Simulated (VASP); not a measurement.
A run of VASP 6.6.1:

INCAR

```
ALGO = Fast ; EDIFF = 1E-7
ENCUT = 520 ; GGA = PE
ISIF = 2 ; ISMEAR = -1
LASPH = T ; LCHARG = F
LREAL = F ; LWAVE = F
NBANDS = 24 ; NELM = 60
PREC = Accurate ; SIGMA = 0.05
```

File KPOINTS:

```
k-points
0
Gamma
  9 9 9
```

Contents of POSCAR:

```
Hf3Be
1.0
   -2.0886425718      2.0886425718      4.3691810785
    2.0886425718     -2.0886425718      4.3691810785
    2.0886425718      2.0886425718     -4.3691810785
Hf Be
3 1
Direct
    0.5000000000      0.5000000000      0.0000000000
    0.2500000000      0.7500000000      0.5000000000
    0.7500000000      0.2500000000      0.5000000000
    0.0000000000      0.0000000000      0.0000000000
```

Potentials or basis: VASP PAW PBE potentials, release 64 (Hf_pv, Be).

Run with:

```sh
$ cat potpaw_PBE.64/Hf_pv/POTCAR potpaw_PBE.64/Be/POTCAR > POTCAR
$ mpirun -np 1 vasp_std > vasp.out
```

Hardware: 1 thread of Oxide Virtual Turin-like Processor, with other jobs on the host.

Q: Estimate the wall time of this run.

A: Run time: 5 min on 1 thread of Oxide Virtual Turin-like Processor, on a shared host, peak memory 0.28 GiB. Counts: scf iterations 16, k points 75.
